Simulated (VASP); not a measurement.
A run of VASP 6.6.1 is set up as follows.

File INCAR:

```
SYSTEM = Se
PREC = Accurate ; ENCUT = 520
EDIFF = 1E-6 ; ISMEAR = 0
SIGMA = 0.05 ; LREAL = .FALSE.
LASPH = .TRUE. ; NELM = 100
ALGO = Normal ; ISIF = 2
LWAVE = .FALSE. ; LCHARG = .FALSE.
GGA = PS ; NBANDS = 9
```

KPOINTS

```
regular mesh
0
G
  20 20 20
  0 0 0
```

File POSCAR:

```
Se
1.0
   -1.5919758933      1.5919758933      1.5919758933
    1.5919758933     -1.5919758933      1.5919758933
    1.5919758933      1.5919758933     -1.5919758933
Se
1
Direct
    0.0000000000      0.0000000000      0.0000000000
```

Potentials or basis: VASP PAW PBE potentials, release 64 (Se).

The run is started by

```sh
$ cat potpaw_PBE.64/Se/POTCAR > POTCAR
$ mpirun -np 1 vasp_std > vasp.out
```

Question: What does it give for the pressure?

Answer: 23.0 GPa.

Question: Estimate the band gap on the k mesh.

Answer: Zero (bands 3 and 4 overlap by 9.54 eV).

Caveat: the cell stands under pressure; the PAW data sets were made with another functional, which shifts forces and pressure a little.
